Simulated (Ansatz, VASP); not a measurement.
**Two plane-wave programs on AlN**

The input INCAR:

```
PREC = Accurate
ENCUT = 600
EDIFF = 1E-6
ISMEAR = 0
SIGMA = 0.02
LREAL = F
LASPH = T
NELM = 120
ALGO = Normal
ISIF = 2
LWAVE = F
LCHARG = F
GGA = PS
NBANDS = 11
GGA_COMPAT = F
```

The input KPOINTS:

```
regular mesh
0
Gamma
  10 10 10
```

Contents of POSCAR:

```
AlN
1.0
    0.0000000000      2.1888380927      2.1888380927
    2.1888380927      0.0000000000      2.1888380927
    2.1888380927      2.1888380927      0.0000000000
Al N
1 1
Direct
    0.0000000000      0.0000000000      0.0000000000
    0.7500000000      0.7500000000      0.7500000000
```

Input for Ansatz:

```yaml
crystal:
  lattice:
    - [0.0, 2.1888380927, 2.1888380927]
    - [2.1888380927, 0.0, 2.1888380927]
    - [2.1888380927, 2.1888380927, 0.0]
  atoms:
    - { symbol: Al, position: [0.0, 0.0, 0.0] }
    - { symbol: "N", position: [0.75, 0.75, 0.75] }
basis:
  ecutwfc: 420
kpoints:
  mp_grid: { grid: [10, 10, 10] }
  band_path:
    path:
      - [[0.0, 0.0, 0.0], [-0.5, -0.5, 0.0], [-0.375, -0.375, 0.25]]
      - [[-0.375, 0.0, 0.375], [0.0, 0.0, 0.0], [0.0, 0.0, 0.5], [-0.5, -0.25, 0.25], [-0.5, -0.5, 0.0]]
    npoints: 10
hamiltonian:
  xc: pbesol
scf:
  occupations: { method: gaussian, width: 0.02 }
  n_extra_bands: 7
output:
  forces: true
  stress: true
  eigenvalues: true
```

Alike in both runs: task single point; functional PBEsol; k mesh 10 × 10 × 10; occupations gaussian, width 0.02 eV; no spin polarisation.

|  | VASP | Ansatz |
| --- | --- | --- |
| version | VASP 6.6.1 | Ansatz 0.2.0 |
| potentials or method | VASP PAW PBE potentials, release 64 (Al, N), cutoff 600 eV | scalar-relativistic, plane waves, PAW |
| valence electrons in the cell | 8 | 8 |

VASP gave:

```
gap on the k mesh at the Fermi level (eV) : 3.18
least direct gap on the mesh (eV)         : 4.07
pressure (GPa)                            : -0.2
```

Problem. What did Ansatz give for the same quantities?

Solution. gap on the k mesh at the Fermi level (eV): 3.19; least direct gap on the mesh (eV): 4.06; pressure (GPa): 0.0.

VASP's potentials were made for PBE, not for PBEsol. With one functional, cell and mesh, what is left measures potentials, basis and numerics.
